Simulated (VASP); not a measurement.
A run of VASP 6.6.1 is set up as follows.

File INCAR:

```
SYSTEM = LiHfO2
PREC     = Accurate       ! precision mode
ENCUT    = 750            ! plane-wave cutoff, eV
EDIFF    = 1E-6           ! SCF threshold, eV
ISMEAR   = 0              ! smearing method
SIGMA    = 0.1            ! smearing width, eV
LREAL    = .FALSE.        ! projectors in reciprocal space
LASPH    = .TRUE.         ! aspherical terms in the spheres
NELM     = 120            ! most SCF steps
ALGO     = Normal         ! electronic algorithm
ISIF     = 2              ! what is computed and relaxed
LWAVE    = .FALSE.        ! write WAVECAR
LCHARG   = .TRUE.         ! write CHGCAR
GGA      = PE             ! functional
LELF     = .TRUE.         ! ELF
LVHAR    = .TRUE.       
NBANDS   = 20             ! bands
GGA_COMPAT= .FALSE.
```

Contents of KPOINTS:

```
Automatic mesh
0
G
  14 14 12
  0 0 0
```

POSCAR

```
LiHfO2
1.0
    3.1289096671      0.0000000000      0.0000000000
    0.0000000000      3.1289096671      0.0000000000
    0.0000000000      0.0000000000      4.2183197686
Li Hf O
1 1 2
Direct
    0.0000000000      0.0000000000      0.0000000000
    0.5000000000      0.5000000000      0.5000000000
    0.0000000000      0.0000000000      0.5000000000
    0.5000000000      0.5000000000      0.0000000000
```

Potentials or basis: VASP PAW PBE potentials, release 64 (Li_sv, Hf_pv, O).

Run with:

```sh
$ cat potpaw_PBE.64/Li_sv/POTCAR potpaw_PBE.64/Hf_pv/POTCAR potpaw_PBE.64/O/POTCAR > POTCAR
$ mpirun -np 1 vasp_std > vasp.out
```

(1) Estimate the pressure.

(2) Predict the band gap on the k mesh.

Results:

(1) -2.3 GPa.

(2) zero (an odd number of electrons rules out a gap without spin polarisation).

Caveat: spin-orbit coupling is left out, which moves the levels of the heavy elements; an odd number of electrons without spin polarisation forces a metal; a magnetic or distorted state may lie lower.
